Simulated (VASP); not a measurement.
A run of VASP 6.6.1 is set up as follows.

The input INCAR:

```
PREC = Accurate
ENCUT = 600
EDIFF = 1E-7
ISMEAR = 0
SIGMA = 0.1
LREAL = F
LASPH = T
NELM = 100
ALGO = Normal
ISIF = 4
LWAVE = F
LCHARG = F
GGA = PE
IBRION = 2
NSW = 50
EDIFFG = -0.01
```

The input KPOINTS:

```
Automatic mesh
0
Gamma
  12 12 6
```

File POSCAR:

```
Hf3C2
1.0
    3.2712576751      0.0000000000      0.0000000000
   -1.6356288375      2.8329922489      0.0000000000
    0.0000000000      0.0000000000      7.8522891282
Hf C
3 2
Direct
    0.0000000000      0.0000000000      0.0000000000
    0.3333333333      0.6666666667      0.6782501655
    0.6666666667      0.3333333333      0.3217498345
    0.3333333333      0.6666666667      0.1739057285
    0.6666666667      0.3333333333      0.8260942715
```

Potentials or basis: VASP PAW PBE potentials, release 64 (Hf_pv, C).

Run with:

```sh
$ cat potpaw_PBE.64/Hf_pv/POTCAR potpaw_PBE.64/C/POTCAR > POTCAR
$ mpirun -np 1 vasp_std > vasp.out
```

Question: What does it give for the band gap on the k mesh?

Answer: Zero (bands 19 and 20 overlap by 1.22 eV).

Stress tensor (GPa, compression positive):
```
4.62 0.00 0.00
0.00 4.62 0.00
0.00 0.00 4.77
```

Caveat: spin-orbit coupling is left out, which moves the levels of the heavy elements.
